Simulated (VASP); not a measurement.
Input of a VASP 6.6.1 run:

INCAR

```
SYSTEM = NaI
PREC     = Accurate       ! precision mode
ENCUT    = 500            ! plane-wave cutoff, eV
EDIFF    = 1E-6           ! SCF threshold, eV
ISMEAR   = 0              ! smearing method
SIGMA    = 0.01           ! smearing width, eV
LREAL    = .FALSE.        ! projectors in reciprocal space
LASPH    = .TRUE.         ! aspherical terms in the spheres
NELM     = 120            ! most SCF steps
ALGO     = Normal         ! electronic algorithm
ISIF     = 2              ! what is computed and relaxed
LWAVE    = .FALSE.        ! write WAVECAR
LCHARG   = .TRUE.         ! write CHGCAR
GGA      = PS             ! functional
LELF     = .TRUE.         ! ELF
LVHAR    = .TRUE.       
NBANDS   = 14             ! bands
ISYM     = 0            
GGA_COMPAT= .FALSE.
```

The input KPOINTS:

```
Automatic mesh
0
Gamma
  6 6 6
  0.5 0.5 0.5
```

Contents of POSCAR:

```
NaI
1.0
    0.0000000000      3.2296282834      3.2296282834
    3.2296282834      0.0000000000      3.2296282834
    3.2296282834      3.2296282834      0.0000000000
Na I
1 1
Direct
    0.0000000000      0.0000000000      0.0000000000
    0.5000000000      0.5000000000      0.5000000000
```

Potentials or basis: VASP PAW PBE potentials, release 64 (Na_pv, I).

Command:

```console
$ cat potpaw_PBE.64/Na_pv/POTCAR potpaw_PBE.64/I/POTCAR > POTCAR
$ mpirun -np 1 vasp_std > vasp.out
```

Estimate the band gap on the k mesh.

3.81 eV.

Estimate the pressure.

-0.4 GPa.

Caveat: the PAW data sets were made with another functional, which shifts forces and pressure a little; spin-orbit coupling is left out, which moves the levels of the heavy elements; a shifted mesh leaves out Γ, where band edges can lie. A k mesh can miss the band edges.
